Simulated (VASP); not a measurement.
Pr:

```
Pr
1.0
    -2.09737    2.09737    2.09737
     2.09737   -2.09737    2.09737
     2.09737    2.09737   -2.09737
Pr
1
Cartesian
  0.0000 0.0000 0.0000
```

Base run:

* Program: VASP 6.6.1
* Functional: PBEsol
* Potentials or basis: VASP PAW PBE potentials, release 64 (Pr)
* Cutoff: 520 eV
* k mesh: 9 × 9 × 9
* Occupations: fermi-dirac, width 0.05 eV
* Spin: collinear spin, ferromagnetic start
* Starting moments: [3.5] μB

Its results: pressure -4.4 GPa; net moment 2.80 μB per cell; site moments Pr +2.25 μB.

Question: The run is repeated on the same cell with these changes: functional from PBEsol to PBE; further incar settings from ALGO = Fast; EDIFF = 1e-07; NBANDS = 16 to ALGO = Normal; EDIFF = 1e-07; NBANDS = 16. What comes out?

Answer: Pressure -1.5 GPa; net moment 2.80 μB per cell; site moments Pr +2.26 μB.

Caveats: the magnetic or orbital state may not be the lowest; the PAW data sets were made with another functional, which shifts forces and pressure a little (some runs).
